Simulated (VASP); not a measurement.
Input of a VASP 6.6.1 run:

File POSCAR:

```
ZrO2
1.0
    0.0000000000      2.6719492667      2.6719492667
    2.6719492667      0.0000000000      2.6719492667
    2.6719492667      2.6719492667      0.0000000000
Zr O
1 2
Direct
    0.0000000000      0.0000000000      0.0000000000
    0.2500000000      0.2500000000      0.2500000000
    0.7500000000      0.7500000000      0.7500000000
```

Contents of INCAR.step1:

```
SYSTEM = ZrO2
ALGO     = Normal         ! electronic algorithm
EDIFF    = 1E-5           ! SCF threshold, eV
ENCUT    = 660            ! plane-wave cutoff, eV
GGA      = PE             ! functional
GGA_COMPAT= .False.      
ISMEAR   = 0              ! smearing method
LASPH    = .True.         ! aspherical terms in the spheres
LCHARG   = .False.        ! write CHGCAR
LREAL    = .False.        ! projectors in reciprocal space
LWAVE    = .True.         ! write WAVECAR
NBANDS   = 19             ! bands
NELM     = 120            ! most SCF steps
PREC     = Accurate       ! precision mode
SIGMA    = 0.01           ! smearing width, eV
```

File INCAR.step2:

```
SYSTEM = ZrO2
ALGO     = Normal         ! electronic algorithm
EDIFF    = 1E-6           ! SCF threshold, eV
ENCUT    = 660            ! plane-wave cutoff, eV
GGA_COMPAT= .False.      
ISIF     = 2              ! what is computed and relaxed
ISMEAR   = 0              ! smearing method
ISTART   = 1            
LASPH    = .True.         ! aspherical terms in the spheres
LCHARG   = .False.        ! write CHGCAR
LMIXTAU  = .True.       
LREAL    = .False.        ! projectors in reciprocal space
LWAVE    = .False.        ! write WAVECAR
METAGGA  = R2SCAN         ! meta-GGA
NBANDS   = 19             ! bands
NELM     = 120            ! most SCF steps
PREC     = Accurate       ! precision mode
SIGMA    = 0.01           ! smearing width, eV
```

File KPOINTS:

```
k-points
0
Gamma
  8 8 8
  0 0 0
```

Potentials or basis: VASP PAW PBE potentials, release 64 (Zr_sv, O).

Command:

```bash
$ cat potpaw_PBE.64/Zr_sv/POTCAR potpaw_PBE.64/O/POTCAR > POTCAR
$ cp INCAR.step1 INCAR
$ mpirun -np 1 vasp_std > vasp.out
$ cp INCAR.step2 INCAR
$ mpirun -np 1 vasp_std > vasp.out
```

**Question.** Estimate the band gap on the k mesh.

**Answer.** 3.41 eV (least direct gap 3.72 eV).

**Question.** Estimate the pressure.

**Answer.** -27.7 GPa.

Caveat: the cell differs from its parent crystal (strain +5.0%); the cell stands under tension; the PAW data sets were made with another functional, which shifts forces and pressure a little. A k mesh can miss the band edges.
